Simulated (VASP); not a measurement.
MoS2, 3 atoms in the cell. The cell holds a slab with vacuum, 3 atoms: a = 3.136 Å, b = 3.183 Å, c = 32.412 Å, α = 90.00°, β = 90.00°, γ = 119.51°.  This cell differs from its parent crystal: strain along y +0.020, then relaxed in part.

- Program: VASP 6.6.1
- Task: single point
- Functional: PBE
- Dispersion: D3(BJ)
- Potentials or basis: VASP PAW PBE potentials, release 64 (S, Mo_sv)
- Cutoff: 520 eV
- k mesh: 18 × 18 × 1
- Occupations: gaussian, width 0.1 eV
- Spin: no spin polarisation
- Dipole correction: yes
- Further INCAR settings: ALGO = Normal; EDIFF = 1e-06; NBANDS = 20

Potentials or basis: VASP PAW PBE potentials, release 64 (S, Mo_sv).

Launch:

```sh
$ cat potpaw_PBE.64/S/POTCAR potpaw_PBE.64/Mo_sv/POTCAR > POTCAR
$ mpirun -np 1 vasp_std > vasp.out
```

Hardware: 1 thread of Intel(R) Xeon(R) Platinum 8375C CPU @ 2.90GHz (Ice Lake), with other jobs on the host.

**Question.** Estimate the wall time of this run.

**Answer.** Run time: 11 min on 1 thread of Intel(R) Xeon(R) Platinum 8375C CPU @ 2.90GHz (Ice Lake), with other jobs on the host, peak memory 0.72 GiB. Counts: scf iterations 23, k points 91.
